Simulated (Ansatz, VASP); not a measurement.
**K in VASP and in Ansatz**

```xyz
4
Lattice="4.3301 0.0000 0.0000 -2.1651 3.7500 0.0000 0.0000 0.0000 14.3735" Properties=species:S:1:pos:R:3 pbc="T T T"
K     0.0000    0.0000    0.0000
K     0.0000    0.0000    7.1867
K     0.0000    2.5000    3.5934
K     2.1651    1.2500   10.7801
```

Alike in both runs: task single point; functional PBE; k mesh 7 × 7 × 4; occupations fermi-dirac, width 0.05 eV; no spin polarisation.

|  | VASP | Ansatz |
| --- | --- | --- |
| version | VASP 6.6.1 | Ansatz 0.2.0 |
| potentials or method | VASP PAW PBE potentials, release 64 (K_sv), cutoff 520 eV | all-electron LAPW, scalar-relativistic |

|  | VASP | Ansatz | Ansatz less VASP |
| --- | --- | --- | --- |
| pressure (GPa) | 1.3 | 1.3 | +0.01 |

Ansatz ran all-electron here, and VASP with PAW potentials.
